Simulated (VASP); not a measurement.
NbAl2F3: single point with PBE

The system is NbAl2F3.

```
Al Nb F
1.0
     2.44025    1.40888    3.93160
    -2.44025    1.40888    3.93160
     0.00000   -2.81776    3.93160
Al Nb F
2 1 3
Direct
  0.70340 0.70340 0.70340
  0.29660 0.29660 0.29660
  0.00000 0.00000 0.00000
  0.00000 0.50000 0.00000
  0.50000 0.00000 0.00000
  0.00000 0.00000 0.50000
```

The cell was generated, and may not be a known phase.

| Property | Result |
| --- | --- |
| Program | VASP 6.6.1 |
| Task | single point |
| Functional | PBE |
| Potentials or basis | VASP PAW PBE potentials, release 64 (Al, Nb_sv, F) |
| Cutoff | 520 eV |
| k mesh | 6 × 6 × 6 |
| Occupations | gaussian, width 0.1 eV |
| Spin | no spin polarisation |

* Pressure: 0.1 GPa
* Largest force: 0.005 eV/Å
* Band gap on the k mesh: zero (bands 20 and 21 overlap by 1.11 eV)

Forces in eV/Å, atoms in the order of the input:
```
Al   0.000  0.000 -0.005
Al   0.000  0.000  0.005
Nb   0.000  0.000  0.000
F    0.000  0.000  0.000
F    0.000  0.000  0.000
F    0.000  0.000  0.000
```

Stress tensor (GPa, compression positive):
```
 0.14  0.00  0.00
 0.00  0.14  0.00
 0.00  0.00 -0.02
```

Levels at points of the mesh, in eV from the Fermi level:
```csv
k point,band 17,band 18,band 19,band 20,band 21,band 22,band 23,band 24
"(0.00, 0.00, 0.00)",-5.86,-2.66,-2.66,-0.08,-0.08,0.23,1.42,4.06
"(0.50, 0.00, 0.00)",-4.87,-3.83,-1.27,-0.78,0.10,0.19,0.22,2.25
"(0.50, 0.50, 0.00)",-3.75,-3.35,-1.43,-0.62,-0.38,0.15,1.56,2.32
"(0.50, 0.50, 0.50)",-4.58,-1.62,-1.62,0.09,1.18,1.58,1.58,1.99
```

Run time: 91 s on 1 thread of AMD EPYC 9755 128-Core Processor, with other jobs on the host, peak memory 0.2 GiB.
